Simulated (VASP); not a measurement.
Write the native input for VASP 6.6.1 that does the following.

* Task: single point
* Functional: r2SCAN
* Potentials or basis: VASP PAW PBE potentials, release 64 (Ga_d, As)
* Cutoff: 520 eV
* k mesh: 8 × 8 × 8
* Occupations: gaussian, width 0.01 eV
* Spin: no spin polarisation
* Dipole correction: no
* Further INCAR settings: ALGO = Normal; EDIFF = 1e-06; NBANDS = 16

The system is GaAs.

```xyz
2
Lattice="0.0000 2.8331 2.8331 2.8331 0.0000 2.8331 2.8331 2.8331 0.0000" Properties=species:S:1:pos:R:3 pbc="T T T"
Ga    0.0000    0.0000    0.0000
As    1.4165    1.4165    1.4165
```

The input as run:

POSCAR

```
GaAs
1.0
    0.0000000000      2.8330831910      2.8330831910
    2.8330831910      0.0000000000      2.8330831910
    2.8330831910      2.8330831910      0.0000000000
Ga As
1 1
Direct
    0.0000000000      0.0000000000      0.0000000000
    0.2500000000      0.2500000000      0.2500000000
```

INCAR.step1

```
ALGO = Normal
EDIFF = 1E-4
ENCUT = 520
GGA = PE
ISMEAR = 0
LASPH = True
LCHARG = False
LREAL = False
LWAVE = True
NBANDS = 16
NELM = 80
PREC = Accurate
SIGMA = 0.01
```

INCAR.step2

```
ALGO = Normal
EDIFF = 1E-6
ENCUT = 520
ISIF = 2
ISMEAR = 0
ISTART = 1
LASPH = True
LCHARG = False
LMIXTAU = True
LREAL = False
LWAVE = False
METAGGA = R2SCAN
NBANDS = 16
NELM = 80
PREC = Accurate
SIGMA = 0.01
```

KPOINTS

```
k-points
0
Gamma
  8 8 8
```

Potentials or basis: VASP PAW PBE potentials, release 64 (Ga_d, As).

The run is started by

```bash
$ cat potpaw_PBE.64/Ga_d/POTCAR potpaw_PBE.64/As/POTCAR > POTCAR
$ cp INCAR.step1 INCAR
$ mpirun -np 1 vasp_std > vasp.out
$ cp INCAR.step2 INCAR
$ mpirun -np 1 vasp_std > vasp.out
```

It gave:

The pressure is 0.1 GPa. The band gap on the k mesh is 0.94 eV.

Caveat: the PAW data sets were made with another functional, which shifts forces and pressure a little.

Run time: 2.3 min on 1 thread of Intel Xeon 8259CL (shared host), peak memory 0.18 GiB.
